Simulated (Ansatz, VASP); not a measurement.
**One calculation of TiSi3O8, two programs**

Contents of POSCAR:

```
TiSi3O8
1.0
    3.0576756851     -3.0057199499      0.0000000000
    3.0576756851      3.0057199499      0.0000000000
    0.0000000000      0.0000000000      5.5039105076
Si O Ti
3 8 1
Direct
    0.5000000000      0.5000000000      0.0000000000
    0.0000000000      0.0000000000      0.7559215282
    0.0000000000      0.0000000000      0.2440784718
    0.1945064631      0.1945064631      0.0000000000
    0.8054935369      0.8054935369      0.0000000000
    0.7009395754      0.2990604246      0.7679688965
    0.2990604246      0.7009395754      0.7679688965
    0.1815447389      0.1815447389      0.5000000000
    0.8184552611      0.8184552611      0.5000000000
    0.7009395754      0.2990604246      0.2320311035
    0.2990604246      0.7009395754      0.2320311035
    0.5000000000      0.5000000000      0.5000000000
```

The input INCAR.step1:

```
SYSTEM = TiSi3O8
PREC = Accurate
ENCUT = 520
ISMEAR = 0
SIGMA = 0.01
LREAL = .False.
LASPH = .True.
NELM = 60
NBANDS = 48
GGA = PE
ALGO = Normal
EDIFF = 1E-4
LWAVE = .True.
LCHARG = .False.
```

File INCAR.step2:

```
SYSTEM = TiSi3O8
PREC = Accurate
ENCUT = 520
EDIFF = 1E-7
ISMEAR = 0
SIGMA = 0.01
LREAL = .False.
LASPH = .True.
NELM = 60
ALGO = Normal
ISIF = 2
LWAVE = .False.
LCHARG = .True.
METAGGA = R2SCAN
LMIXTAU = .True.
LELF = .True.
LVHAR = .True.
NBANDS = 48
ISTART = 1
```

The input KPOINTS:

```
regular mesh
0
Gamma
  6 6 6
  0 0 0
```

Input for Ansatz:

```yaml
crystal:
  lattice:
    - [3.0576756851, -3.0057199499, 0.0]
    - [3.0576756851, 3.0057199499, 0.0]
    - [0.0, 0.0, 5.5039105076]
  atoms:
    - { symbol: Si, position: [0.5, 0.5, 0.0] }
    - { symbol: Si, position: [0.0, 0.0, 0.7559215282] }
    - { symbol: O, position: [0.1945064631, 0.1945064631, 0.0] }
    - { symbol: O, position: [0.8054935369, 0.8054935369, 0.0] }
    - { symbol: O, position: [0.7009395754, 0.2990604246, 0.7679688965] }
    - { symbol: O, position: [0.2990604246, 0.7009395754, 0.7679688965] }
    - { symbol: Ti, position: [0.5, 0.5, 0.5] }
    - { symbol: Si, position: [0.0, 0.0, 0.2440784718] }
    - { symbol: O, position: [0.1815447389, 0.1815447389, 0.5] }
    - { symbol: O, position: [0.8184552611, 0.8184552611, 0.5] }
    - { symbol: O, position: [0.7009395754, 0.2990604246, 0.2320311035] }
    - { symbol: O, position: [0.2990604246, 0.7009395754, 0.2320311035] }
kpoints:
  mp_grid: { grid: [6, 6, 6] }
  band_path:
    path:
      - [0.0, 0.0, 0.0]
      - [0.5, 0.5, 0.0]
      - [0.5084237714, 0.4915762286, 0.0]
      - [0.4915762286, -0.4915762286, 0.0]
      - [0.0, 0.0, 0.5]
      - [0.4915762286, -0.4915762286, 0.5]
      - [0.5084237714, 0.4915762286, 0.5]
      - [0.5, 0.5, 0.5]
      - [0.5, 0.0, 0.0]
    npoints: 1
hamiltonian:
  xc: r2scan
scf:
  occupations: { method: fixed }
  n_extra_bands: 7
output:
  forces: true
  stress: true
  eigenvalues: true
```

Alike in both runs: task single point; functional r2SCAN; k mesh 6 × 6 × 6; no spin polarisation.

```csv
,VASP,Ansatz
version,VASP 6.6.1,Ansatz 0.2.0
potentials or method,"VASP PAW PBE potentials, release 64 (Si, O, Ti_sv)","plane waves, PAW"
plane-wave cutoff (eV),520,500
occupations,"gaussian, width 0.01 eV",fixed
valence electrons in the cell,72,72
```

|  | VASP | Ansatz | Ansatz less VASP |
| --- | --- | --- | --- |
| gap on the k mesh at the Fermi level (eV) | 2.25 | 2.23 | -0.022 |
| pressure (GPa) | 0.7 | 0.0 | -0.67 |
| rms of the force components (eV/Å) | 0.024 | 0.000 | -0.0240 |

VASP's potentials were made for PBE, not for r2SCAN.
